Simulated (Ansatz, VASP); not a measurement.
# Two plane-wave programs on As2Pt

```xyz
12
Lattice="5.9914 0.0000 0.0000 0.0000 5.9914 0.0000 0.0000 0.0000 5.9914" Properties=species:S:1:pos:R:3 pbc="T T T"
As    2.2962    2.2962    2.2962
As    0.6995    3.6952    5.2920
As    5.2920    0.6995    3.6952
As    3.6952    5.2920    0.6995
As    3.6952    3.6952    3.6952
As    5.2920    2.2962    0.6995
As    0.6995    5.2920    2.2962
As    2.2962    0.6995    5.2920
Pt    0.0000    0.0000    0.0000
Pt    2.9957    0.0000    2.9957
Pt    2.9957    2.9957    0.0000
Pt    0.0000    2.9957    2.9957
```

Alike in both runs: functional PBE; dispersion D3(BJ); k mesh 6 × 6 × 6; occupations gaussian, width 0.02 eV; no spin polarisation.

Ansatz relaxed the structure, and its values are those at the end. VASP's run is a single point on that final structure, the one shown.

```csv
,VASP,Ansatz
version,VASP 6.6.1,Ansatz 0.2.0
potentials or method,"VASP PAW PBE potentials, release 64 (As, Pt), cutoff 500 eV","scalar-relativistic, plane waves, PAW"
valence electrons in the cell,80,192
```

```csv
,VASP,Ansatz,Ansatz less VASP
gap on the k mesh at the Fermi level (eV),0.25,0.26,+0.007
least direct gap on the mesh (eV),0.97,0.98,+0.008
pressure (GPa),0.1,0.0,-0.06
rms of the force components (eV/Å),0.018,0.000,-0.0179
```

VASP's potentials hold 80 valence electrons a cell and Ansatz's 192, so a difference there can come from the potentials and not from the codes.

Neither program's run includes spin-orbit coupling.
